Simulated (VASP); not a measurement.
# Ge3P2 (P-3m1) in VASP: further runs

Runs on Ge3P2. Level: PBE. Tasks: relaxation of cell and atoms, single point.

Everything below comes from runs of VASP 6.6.1. Logs are shortened: lines on timing, memory, paths and dates and some standing lists are left out, and cuts for length are marked.

### Step 1. The cell of the first run

The structure is trigonal, space group P-3m1 (No. 164). Conventional cell: a = 4.318 Å, b = 4.318 Å, c = 5.214 Å, α = 90.00°, β = 90.00°, γ = 120.00°. Ge (site symmetry -3m) has 6 P at 2.59 Å and 6 Ge at 3.17 Å within 3.4 Å. Within 3.4 Å of Ge (site symmetry 3m) lie 5 P at 2.54 to 2.78 Å and 6 Ge at 2.81 to 3.17 Å. P (site symmetry 3m) has 8 Ge at 2.54 to 2.78 Å and 3 P at 2.88 Å within 3.4 Å.

### Step 2. Relaxation of cell and atoms, PBE

The input, INCAR:

```
PREC     = Accurate       # precision mode
ENCUT    = 600            # plane-wave cutoff, eV
EDIFF    = 1E-7           # SCF threshold, eV
ISMEAR   = 0              # smearing method
SIGMA    = 0.1            # smearing width, eV
LREAL    = F              # projectors in reciprocal space
LASPH    = T              # aspherical terms in the spheres
NELM     = 80             # most SCF steps
ALGO     = Normal         # electronic algorithm
ISIF     = 3              # what is computed and relaxed
LWAVE    = F              # write WAVECAR
LCHARG   = F              # write CHGCAR
GGA      = PE             # functional
IBRION   = 2              # ionic algorithm
NSW      = 90             # ionic steps
EDIFFG   = -0.04          # ionic threshold
```

The input, KPOINTS:

```
regular mesh
0
Gamma
  6 6 4
```

The input, POSCAR:

```
Ge3P2
1.0
    4.3182873679      0.0000000000      0.0000000000
   -2.1591436839      3.7397465614      0.0000000000
    0.0000000000      0.0000000000      5.2139337637
Ge P
3 2
Direct
    0.0000000000      0.0000000000      0.0000000000
    0.3333333333      0.6666666667      0.6250000000
    0.6666666667      0.3333333333      0.3750000000
    0.3333333333      0.6666666667      0.1380000000
    0.6666666667      0.3333333333      0.8620000000
```

Potentials or basis: VASP PAW PBE potentials, release 64 (Ge_d, P).

Command:

```
$ cat potpaw_PBE.64/Ge_d/POTCAR potpaw_PBE.64/P/POTCAR > POTCAR
$ mpirun -np 1 vasp_std > vasp.out
```

OUTCAR:

```text
PREC = Accurate
   ENCUT = 600
   EDIFF = 1E-7
   ISMEAR = 0
   LREAL = F
   LASPH = T
   NELM = 80
   ISIF = 3
   GGA = PE
   IBRION = 2
   NSW = 90
   EDIFFG = -0.04

 ion  position               nearest neighbor table
   1  0.000  0.000  0.000-   4 2.59   5 2.59   4 2.59   5 2.59   5 2.59   4 2.59
   2  0.333  0.667  0.625-   4 2.54   4 2.67   5 2.78   5 2.78   5 2.78   3 2.81   3 2.81   3 2.81

   3  0.667  0.333  0.375-   5 2.54   5 2.67   4 2.78   4 2.78   4 2.78   2 2.81   2 2.81   2 2.81

   4  0.333  0.667  0.138-   2 2.54   1 2.59   1 2.59   1 2.59   2 2.67   3 2.78   3 2.78   3 2.78
                             5 2.88   5 2.88   5 2.88
   5  0.667  0.333  0.862-   3 2.54   1 2.59   1 2.59   1 2.59   3 2.67   2 2.78   2 2.78   2 2.78
                             4 2.88   4 2.88   4 2.88

  LATTYP: Found a hexagonal cell.
 ALAT       =     4.3182873679
 C/A-ratio  =     1.2074077799

  Lattice vectors:

 A1 = (   4.3182873679,   0.0000000000,   0.0000000000)
 A2 = (  -2.1591436839,   3.7397465614,   0.0000000000)
 A3 = (   0.0000000000,   0.0000000000,   5.2139337637)

Analysis of symmetry for initial positions (statically):
=====================================================================
 Subroutine PRICEL returns:
 Original cell was already a primitive cell.

 Routine SETGRP: Setting up the symmetry group for a
 hexagonal supercell.

 Subroutine GETGRP returns: Found 12 space group operations
 (whereof 12 operations were pure point group operations)
 out of a pool of 24 trial point group operations.

The static configuration has the point symmetry D_3d.

Analysis of symmetry for dynamics (positions and initial velocities):
=====================================================================
 Subroutine PRICEL returns:
 Original cell was already a primitive cell.

 Routine SETGRP: Setting up the symmetry group for a
 hexagonal supercell.

 Subroutine GETGRP returns: Found 12 space group operations
 (whereof 12 operations were pure point group operations)
 out of a pool of 24 trial point group operations.

The dynamic configuration has the point symmetry D_3d.

 Subroutine INISYM returns: Found 12 space group operations
 (whereof 12 operations are pure point group operations),
 and found     1 'primitive' translations

----------------------------------------------------------------------------------------

                                     Primitive cell

  volume of cell :      84.2014

  direct lattice vectors                    reciprocal lattice vectors
     4.318287368  0.000000000  0.000000000     0.231573287  0.133698900  0.000000000
    -2.159143684  3.739746561  0.000000000     0.000000000  0.267397799  0.000000000
     0.000000000  0.000000000  5.213933764     0.000000000  0.000000000  0.191793767

  length of vectors
     4.318287368  4.318287368  5.213933764     0.267397799  0.267397799  0.191793767

  position of ions in fractional coordinates (direct lattice)
     0.000000000  0.000000000  0.000000000
     0.333333333  0.666666667  0.625000000
     0.666666667  0.333333333  0.375000000
     0.333333333  0.666666667  0.138000000
     0.666666667  0.333333333  0.862000000

  ion indices of the primitive-cell ions
   primitive index   ion index
                 1           1
                 2           2
                 3           3
                 4           4
                 5           5

----------------------------------------------------------------------------------------

 KPOINTS: regular mesh

Automatic generation of k-mesh.
 Grid dimensions read from file:
 generate k-points for:    6    6    4

 Generating k-lattice:

  Cartesian coordinates                     Fractional coordinates (reciprocal lattice)
     0.038595548  0.022283150  0.000000000     0.166666667 -0.000000000  0.000000000
     0.000000000  0.044566300  0.000000000     0.000000000  0.166666667  0.000000000
     0.000000000  0.000000000  0.047948442     0.000000000  0.000000000  0.250000000

  Length of vectors
     0.044566300  0.044566300  0.047948442

  Shift w.r.t. Gamma in fractional coordinates (k-lattice)
     0.000000000  0.000000000  0.000000000

 Subroutine IBZKPT returns following result:
 ===========================================

 Found     24 irreducible k-points:

 Following reciprocal coordinates:
            Coordinates               Weight
  0.000000  0.000000  0.000000      1.000000
  0.166667  0.000000  0.000000      6.000000
  0.333333  0.000000  0.000000      6.000000
  0.500000  0.000000  0.000000      3.000000
  0.166667  0.166667  0.000000      6.000000
  0.333333  0.166667  0.000000     12.000000
[... 16 lines left out ...]
  0.333333  0.166667  0.500000     12.000000
  0.333333  0.333333  0.500000      2.000000
   k-points           NKPTS =     24   k-points in BZ     NKDIM =     24   number of bands    NBANDS=     31
   number of dos      NEDOS =    301   number of ions     NIONS =      5
   total plane-waves  NPLWV =  54432
   dimension x,y,z NGX =    36 NGY =   36 NGZ =   42
   dimension x,y,z NGXF=    72 NGYF=   72 NGZF=   84
   ions per type =               3   2
   NGX,Y,Z   is equivalent  to a cutoff of  13.86, 13.86, 13.39 a.u.
   NGXF,Y,Z  is equivalent  to a cutoff of  27.72, 27.72, 26.78 a.u.
 SYSTEM =  unknown system
   PREC   = accura    normal or accurate (medium, high low for compatibility)
   ISTART =      0    job   : 0-new  1-cont  2-samecut
   ICHARG =      2    charge: 1-file 2-atom 10-const
   ISPIN  =      1    spin polarized calculation?
   LNONCOLLINEAR =      F non collinear calculations
   LSORBIT =      F    spin-orbit coupling
   LASPH  =      T    aspherical Exc in radial PAW
   ENCUT  =  600.0 eV  44.10 Ry    6.64 a.u.   8.62  8.62 10.41*2*pi/ulx,y,z
   NELM   =     80;   NELMIN=  2; NELMDL= -5     # of ELM steps
   EDIFF  = 0.1E-06   stopping-criterion for ELM
   LREAL  =      F    real-space projection
   EDIFFG = -.4E-01   stopping-criterion for IOM
   NSW    =     90    number of steps for IOM
   IBRION =      2    ionic relax: 0-MD 1-quasi-New 2-CG
   NFREE  =      1    steps in history (QN), initial steepest desc. (CG)
   ISIF   =      3    stress and relaxation
   ISYM   =      2    0-nonsym 1-usesym 2-fastsym
   POTIM  = 0.5000    time-step for ionic-motion
   TEBEG  =    0.0;   TEEND  =   0.0 temperature during run
   PSTRESS=    0.0 pullay stress
   NELECT =      52.0000    total number of electrons
   NUPDOWN=      -1.0000    fix difference up-down
   EMIN   =  10.00;   EMAX   =-10.00  energy-range for DOS
   EFERMI =   0.00;   METHOD = LEGACY
   ISMEAR =     0;   SIGMA  =   0.10  broadening in eV -4-tet -1-fermi 0-gaus
   EFERMI_NEDOS =   21; number of points for ismear=-14 and -15
   IALGO  =     38    algorithm
   IMIX   =      4    mixing-type and parameters
     AMIX     =   0.40;   BMIX     =  1.00
     AMIX_MAG =   1.60;   BMIX_MAG =  1.00
  volume/ion in A,a.u.               =      16.84       113.64
  Fermi-wavevector in a.u.,A,eV,Ry     =   1.394129  2.634521 26.444214  1.943595
  Thomas-Fermi vector in A             =   2.517708
   LORBIT       =      0    0 simple, 1 ext, 2 COOP (PROOUT), +10 PAW based schemes
   GGA     = PE    functional components
   LHFCALC =     F    Hartree Fock is set to
   AEXX    =    0.0000 exact exchange contribution
   IVDW    =     0    specifies the selected vdW correction
   LEPSILON=     F    determine dielectric tensor
   LRPA    =     F    only Hartree local field effects (RPA)
 conjugate gradient relaxation of ions
 non-spin polarized calculation
 Gauss-broadening in eV      SIGMA  =   0.10
  energy-cutoff  :      600.00
  volume of cell :       84.20
 maximum number of plane-waves:      2839
 NGX is ok and might be reduce to    36
   NGX = 17   NGY = 17   NGZ = 21

--------------------------------------- Ionic step        1  -------------------------------------------

 number of electron      52.0000019 magnetization

 Free energy of the ion-electron system (eV)
  ---------------------------------------------------
  ext. energy  EPLUGINS =         0.00000000
  ---------------------------------------------------
  free energy    TOTEN  =       -21.42585884 eV

  energy without entropy =      -21.40988692  energy(sigma->0) =      -21.41787288

------------------------ aborting loop because EDIFF is reached ----------------------------------------

  FORCE on cell =-STRESS in cart. coord.  units (eV):
  Direction    XX          YY          ZZ          XY          YZ          ZX
  --------------------------------------------------------------------------------------
  -------------------------------------------------------------------------------------
  Total        6.1724356      6.1724356      5.6224218      0.0000000      0.0000000      0.0000000
  in kB      117.4486221    117.4486221    106.9830036      0.0000000      0.0000000      0.0000000
  external PRESSURE =     113.9600826 kB  Pullay stress =       0.0000000 kB
[... 98 lines left out ...]
  FREE ENERGIE OF THE ION-ELECTRON SYSTEM (eV)
  ---------------------------------------------------
  free  energy   TOTEN  =       -21.8529775965 eV

  energy  without entropy=      -21.8382856103  energy(sigma->0) =      -21.84563160

[... ionic steps 4 to 29 ...]

--------------------------------------- Ionic step       30  -------------------------------------------

 number of electron      52.0000038 magnetization

------------------------ aborting loop because EDIFF is reached ----------------------------------------

  FORCE on cell =-STRESS in cart. coord.  units (eV):
  Direction    XX          YY          ZZ          XY          YZ          ZX
  --------------------------------------------------------------------------------------
  -------------------------------------------------------------------------------------
  Total       -0.1510924     -0.1510924     -0.2888595     -0.0000000      0.0000000     -0.0000000
  in kB       -2.4766730     -2.4766730     -4.7349218     -0.0000000      0.0000000     -0.0000000
  external PRESSURE =      -3.2294226 kB  Pullay stress =       0.0000000 kB
[... 63 lines left out ...]
  energy  without entropy=      -22.8089813462  energy(sigma->0) =      -22.81278053

--------------------------------------- Ionic step       32  -------------------------------------------

 number of electron      52.0000035 magnetization

 Free energy of the ion-electron system (eV)
  ---------------------------------------------------
  ext. energy  EPLUGINS =         0.00000000
  ---------------------------------------------------
  free energy    TOTEN  =       -22.81723068 eV

  energy without entropy =      -22.80930513  energy(sigma->0) =      -22.81326791

 E-fermi :   6.3585     XC(G=0): -10.5473

 val. band max:        6.3430842862   @ k =   0.3333   0.1667   0.5000
 cond. band min:       6.4472184715   @ k =   0.0000   0.1667   0.2500
 fundamental gap:      0.1041341853
 Fermi energy:         6.3584694528

 k-point     1 :       0.0000    0.0000    0.0000
  band No.  band energies     occupation
      1     -18.5419      2.00000
      2     -18.5419      2.00000
      3     -18.5369      2.00000
      4     -18.5254      2.00000
      5     -18.5254      2.00000
      6     -18.3946      2.00000
[... 837 lines left out ...]
  FREE ENERGIE OF THE ION-ELECTRON SYSTEM (eV)
  ---------------------------------------------------
  free  energy   TOTEN  =       -22.8172306842 eV

  energy  without entropy=      -22.8093051349  energy(sigma->0) =      -22.81326791

 reached required accuracy - stopping structural energy minimisation
```

Run time: 38 min. Hardware: 1 thread of Intel Xeon 8259CL, shared host; peak memory 0.27 GiB.

What came out:

```
Free energy                           : -22.8172 eV
Relaxed volume                        : 19.45 Å³/atom
Relaxed cell                          : a = 4.529 Å, b = 4.529 Å, c = 5.474 Å, α = 90.00°, β = 90.00°, γ = 120.00°
Space group after relaxing (to 0.1 Å) : P-3m1 (No. 164)
Energy gained by relaxing             : 278.3 meV/atom
Ionic steps                           : 32
Pressure after relaxing               : 0.0 GPa
Largest force after relaxing          : 0.013 eV/Å
Band gap on the k mesh                : zero (bands 26 and 27 overlap by 2.56 eV)
```

Forces in eV/Å, atoms in the order of the input:
```
Ge   0.000  0.000  0.000
Ge   0.000  0.000  0.008
Ge   0.000  0.000 -0.008
P    0.000  0.000 -0.013
P    0.000  0.000  0.013
```

Step by step:
```csv
step,energy change (eV),largest force (eV/Å),pressure (GPa),volume (Å³)
1,0.0000,0.7032,11.40,84.20
2,-0.4147,0.8500,-2.08,99.66
3,-0.4271,0.8052,-0.56,97.04
4,-0.4960,0.8863,-0.34,97.17
5,-0.6693,0.6266,0.65,97.56
6,-0.0038,3.5958,6.68,98.25
7,-0.6772,0.7299,0.86,97.63
8,-0.6816,0.9555,1.35,97.72
9,-0.6984,1.0082,1.35,97.91
10,-0.7383,1.1864,1.38,98.46
11,-0.7626,1.6496,1.61,99.57
12,-0.8564,1.5640,0.94,100.32
13,-1.0627,1.2193,-0.76,102.52
14,-1.1422,0.5220,-2.64,106.73
15,-1.1533,0.6061,-2.33,105.79
16,-1.1541,0.6613,-2.20,105.48
17,-1.1966,0.5928,-1.76,104.01
18,-1.2716,0.3904,-0.02,99.69
19,-1.2776,0.3191,0.82,98.00
20,-1.2877,0.2545,0.42,98.44
21,-1.3021,0.1046,-0.70,99.77
22,-1.3131,0.1145,-0.68,99.53
23,-1.3443,0.1547,-0.54,98.80
24,-1.3609,0.2342,0.08,97.22
25,-1.3650,0.2092,-0.17,97.79
26,-1.3652,0.2138,-0.15,97.68
27,-1.3735,0.1538,0.21,97.09
28,-1.3791,0.1534,0.76,96.13
29,-1.3875,0.1264,-0.17,97.50
30,-1.3877,0.1210,-0.32,97.74
31,-1.3907,0.0455,-0.15,97.46
32,-1.3914,0.0126,-0.01,97.24
```

Final structure:
```
CELL_PARAMETERS angstrom
4.52892 0.00000 0.00000
-2.26446 3.92216 0.00000
0.00000 0.00000 5.47415
ATOMIC_POSITIONS crystal
Ge 0.00000 0.00000 0.00000
Ge 0.33333 0.66667 0.70461
Ge 0.66667 0.33333 0.29539
P 0.33333 0.66667 0.23134
P 0.66667 0.33333 0.76866
```

Caveat: the volume moved by over 15 % at a fixed basis, so the end points are rough.

### Step 3. Relaxation of cell and atoms, PBE

This run uses another cell than the first one, of 17.15 Å³/atom.

The input, INCAR:

```
ALGO = Normal ; EDIFF = 1E-6
EDIFFG = -0.04 ; ENCUT = 600
GGA = PE ; IBRION = 2
ISIF = 3 ; ISMEAR = 0
LASPH = T ; LCHARG = F
LREAL = F ; LWAVE = F
NELM = 80 ; NSW = 90
PREC = Accurate ; SIGMA = 0.1
```

The input, KPOINTS:

```
k-points
0
Gamma
  6 6 4
```

The input, POSCAR:

```
Ge3P2
1.0
    3.9923809102      0.0000000000      0.0000000000
   -1.9961904551      3.4575032898      0.0000000000
    0.0000000000      0.0000000000      6.2114961877
Ge P
3 2
Direct
    0.0000000000      0.0000000000      0.0000000000
    0.3333333333      0.6666666667      0.6450000000
    0.6666666667      0.3333333333      0.3550000000
    0.3333333333      0.6666666667      0.2450000000
    0.6666666667      0.3333333333      0.7550000000
```

Potentials or basis: VASP PAW PBE potentials, release 64 (Ge_d, P).

Command:

```
$ cat potpaw_PBE.64/Ge_d/POTCAR potpaw_PBE.64/P/POTCAR > POTCAR
$ mpirun -np 1 vasp_std > vasp.out
```

Run time: 15 min. Hardware: 1 thread of Intel Xeon 8259CL, shared host; peak memory 0.26 GiB.

Results (log left out):

```yaml
Free_energy: -22.8142 eV
Relaxed_volume: 19.45 Å³/atom
Relaxed_cell: a = 4.533 Å, b = 4.533 Å, c = 5.467 Å, α = 90.00°, β = 90.00°, γ = 120.00°
Space_group_after_relaxing_to_0.1_Å: P-3m1 (No. 164)
Energy_gained_by_relaxing: 220.5 meV/atom
Ionic_steps: 16
Pressure_after_relaxing: -0.2 GPa
Largest_force_after_relaxing: 0.018 eV/Å
Band_gap_on_the_k_mesh: zero (bands 26 and 27 overlap by 2.57 eV)
```

Forces in eV/Å, atoms in the order of the input:
```
Ge   0.000  0.000  0.000
Ge   0.000  0.000  0.009
Ge   0.000  0.000 -0.009
P    0.000  0.000  0.018
P    0.000  0.000 -0.018
```

Stress tensor (GPa, compression positive):
```
-0.22  0.00  0.00
 0.00 -0.22  0.00
 0.00  0.00 -0.07
```

Step by step:
| step | energy change (eV) | largest force (eV/Å) | pressure (GPa) | volume (Å³) |
| --- | --- | --- | --- | --- |
| 1 | 0.0000 | 1.1642 | 14.64 | 85.74 |
| 2 | -0.7675 | 0.1088 | -2.01 | 106.68 |
| 3 | -0.7864 | 0.2359 | -0.36 | 103.42 |
| 4 | -0.8065 | 0.1812 | -0.43 | 103.00 |
| 5 | -0.8694 | 0.1356 | -0.44 | 101.70 |
| 6 | -0.9553 | 0.3134 | 0.14 | 98.79 |
| 7 | -0.9578 | 0.3895 | 0.37 | 98.06 |
| 8 | -0.9825 | 0.4195 | -0.04 | 98.25 |
| 9 | -0.9690 | 0.4866 | -0.81 | 98.60 |
| 10 | -0.9956 | 0.4599 | -0.41 | 98.42 |
| 11 | -1.0311 | 0.3443 | -0.31 | 97.83 |
| 12 | -1.0844 | 0.2213 | 0.75 | 96.05 |
| 13 | -1.0871 | 0.2139 | 1.00 | 95.59 |
| 14 | -1.0986 | 0.0925 | -0.73 | 98.10 |
| 15 | -1.0993 | 0.1143 | -0.41 | 97.63 |
| 16 | -1.1023 | 0.0182 | -0.17 | 97.27 |

Final structure:
```yaml
crystal:
  lattice:
    - [4.53285, 0.00000, 0.00000]
    - [-2.26642, 3.92556, 0.00000]
    - [0.00000, 0.00000, 5.46667]
  atoms:
    - { symbol: Ge, position: [0.00000, 0.00000, 0.00000] }
    - { symbol: Ge, position: [0.33333, 0.66667, 0.70482] }
    - { symbol: Ge, position: [0.66667, 0.33333, 0.29518] }
    - { symbol: P, position: [0.33333, 0.66667, 0.23032] }
    - { symbol: P, position: [0.66667, 0.33333, 0.76968] }
```

Levels at points of the mesh, in eV from the Fermi level:
| k point | band 23 | band 24 | band 25 | band 26 | band 27 | band 28 | band 29 | band 30 |
| --- | --- | --- | --- | --- | --- | --- | --- | --- |
| (0.00, 0.00, 0.00) | -2.58 | -2.58 | -2.37 | -1.50 | -0.98 | -0.98 | 1.74 | 2.22 |
| (0.50, 0.00, 0.00) | -3.52 | -2.41 | -1.46 | -0.37 | 1.15 | 2.26 | 3.73 | 3.76 |
| (0.00, 0.00, 0.50) | -3.00 | -3.00 | -2.20 | -1.75 | -1.75 | -1.08 | 0.87 | 0.87 |
| (0.50, 0.00, 0.50) | -3.14 | -1.18 | -0.89 | 0.75 | 0.76 | 2.42 | 2.97 | 2.99 |

[end of part 1 of 2]
